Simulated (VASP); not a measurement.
Wanted: the native input for a VASP 6.6.1 run.

* Task: relaxation of cell and atoms
* Functional: PBE
* Potentials or basis: VASP PAW PBE potentials, release 64 (Hf_pv)
* Cutoff: 600 eV
* k mesh: 17 × 17 × 17
* Occupations: fermi-dirac, width 0.05 eV
* Spin: no spin polarisation
* Target pressure: 74 GPa
* Dipole correction: no
* Further INCAR settings: ALGO = Normal; EDIFF = 1e-06; IBRION = 2; EDIFFG = -0.005; NSW = 32; ISIF = 3

The structure of Hf lies in POSCAR:

```
Hf
1.0
   -1.5567661789      1.5567661789      1.5567661789
    1.5567661789     -1.5567661789      1.5567661789
    1.5567661789      1.5567661789     -1.5567661789
Hf
1
Direct
    0.0000000000      0.0000000000      0.0000000000
```

One way to write it, as run:

INCAR

```
PREC = Accurate
ENCUT = 600
EDIFF = 1E-6
ISMEAR = -1
SIGMA = 0.05
LREAL = F
LASPH = T
NELM = 100
ALGO = Normal
ISIF = 3
LWAVE = F
LCHARG = F
GGA = PE
IBRION = 2
NSW = 32
EDIFFG = -0.005
PSTRESS = 740.0
```

KPOINTS

```
regular mesh
0
Gamma
  17 17 17
```

Potentials or basis: VASP PAW PBE potentials, release 64 (Hf_pv).

Run with:

```console
$ cat potpaw_PBE.64/Hf_pv/POTCAR > POTCAR
$ mpirun -np 1 vasp_std > vasp.out
```

It gave:

```
Relaxed volume                                         : 15.06 Å³/atom
Relaxed cell                                           : a = 2.694 Å, b = 2.694 Å, c = 2.694 Å, α = 109.47°, β = 109.47°, γ = 109.47°
Space group after relaxing (to 0.05 Å)                 : Im-3m (No. 229)
Energy change on relaxing (the enthalpy is what falls) : +15.7 meV/atom
Ionic steps                                            : 3
Pressure after relaxing                                : 74.0 GPa
Band gap on the k mesh                                 : zero (band 5 reaches 9.31 eV, above the bottom of band 6 at 6.44 eV)
```

Caveat: the cell is relaxed towards a set pressure, so the enthalpy falls and the energy may rise; spin-orbit coupling is left out, which moves the levels of the heavy elements.

It took 15 s on 1 thread of Intel(R) Xeon(R) 6975P-C (Granite Rapids), with other jobs on the host, peak memory 0.16 GiB.
